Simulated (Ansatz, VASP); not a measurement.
## One calculation of LiH, two programs

```
CELL_PARAMETERS angstrom
0.00977 1.95934 1.95934
1.95934 0.00977 1.95934
1.95934 1.95934 0.00977
ATOMIC_POSITIONS crystal
Li 0.00000 0.00000 0.00000
H 0.50000 0.50000 0.50000
```

Change from the starting cell: equal xy, yz and zx engineering shears of +0.5 %.

Alike in both runs: task relaxation of the atoms; functional LDA; k mesh 10 × 10 × 10; no spin polarisation.

|  | VASP | Ansatz |
| --- | --- | --- |
| version | VASP 6.6.1 | Ansatz 0.2.0 |
| potentials or method | VASP PAW LDA potentials, release 64 (Li_sv, H), cutoff 520 eV | all-electron LAPW, scalar-relativistic |
| occupations | gaussian, width 0.01 eV | fixed |

Ansatz gave:

| Property | Result |
| --- | --- |
| gap on the k mesh at the Fermi level, each at its own relaxed structure (eV) | 2.54 |

Problem. What did VASP give for the same quantities?

Solution. gap on the k mesh at the Fermi level, each at its own relaxed structure (eV): 2.53.

LDA's correlation is that of Perdew and Zunger in VASP and of Perdew and Wang (1992) in Ansatz. Ansatz ran all-electron here, and VASP with PAW potentials.

Noted on VASP's run: the cutoff is short for stress, so the pressure is rough; the relaxation stopped at its first step, so nothing moved.
